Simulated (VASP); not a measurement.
Crystal: Ge.

```
CELL_PARAMETERS angstrom
0.00000 2.82891 2.82891
2.82891 0.00000 2.82891
2.82891 2.82891 0.00000
ATOMIC_POSITIONS crystal
Ge 0.75000 0.75000 0.75000
Ge 0.50000 0.50000 0.50000
```

```yaml
Program: VASP 6.6.1
Task: relaxation of cell and atoms
Functional: RPBE
Dispersion: D3(BJ)
Potentials_or_basis: VASP PAW PBE potentials, release 64 (Ge_d)
Cutoff: 600 eV
k_mesh: 8 × 8 × 8
Occupations: fermi-dirac, width 0.05 eV
Spin: no spin polarisation
```

At the start: pressure -4.4 GPa; volume 22.64 Å³/atom.

Question: How do energy, volume and symmetry change on relaxing?

Answer: Over 12 steps the energy falls by 21.8 meV/atom and the volume is 21.20 Å³/atom (-6.4 %); space group Fd-3m (No. 227, to 0.05 Å).

The path:
| step | energy change (eV) | largest force (eV/Å) | pressure (GPa) | volume (Å³) |
| --- | --- | --- | --- | --- |
| 1 | 0.0000 | 0.0000 | -4.42 | 45.28 |
| 2 | -0.0376 | 0.0000 | 2.11 | 41.31 |
| 3 | -0.0436 | 0.0000 | 0.34 | 42.32 |
| 4 | -0.0434 | 0.0000 | -0.36 | 42.52 |
| 5 | -0.0436 | 0.0000 | -0.20 | 42.42 |
| 6 | -0.0436 | 0.0000 | -0.13 | 42.41 |
| 7 | -0.0436 | 0.0000 | -0.28 | 42.40 |
| 8 | -0.0436 | 0.0000 | -0.16 | 42.40 |
| 9 | -0.0436 | 0.0000 | -0.16 | 42.40 |
| 10 | -0.0436 | 0.0000 | -0.17 | 42.40 |
| 11 | -0.0436 | 0.0000 | -0.18 | 42.40 |
| 12 | -0.0436 | 0.0000 | -0.04 | 42.39 |

Final structure:
```
Ge
1.0
     0.00000    2.76749    2.76749
     2.76749    0.00000    2.76749
     2.76749    2.76749    0.00000
Ge
2
Direct
  0.75000 0.75000 0.75000
  0.50000 0.50000 0.50000
```

The cell as given is a measured one (22.64 Å³/atom); RPBE+D3(BJ) puts the equilibrium volume -6.4 % from it, thermal expansion not counted.

Caveat: the PAW data sets were made with another functional, which shifts forces and pressure a little.
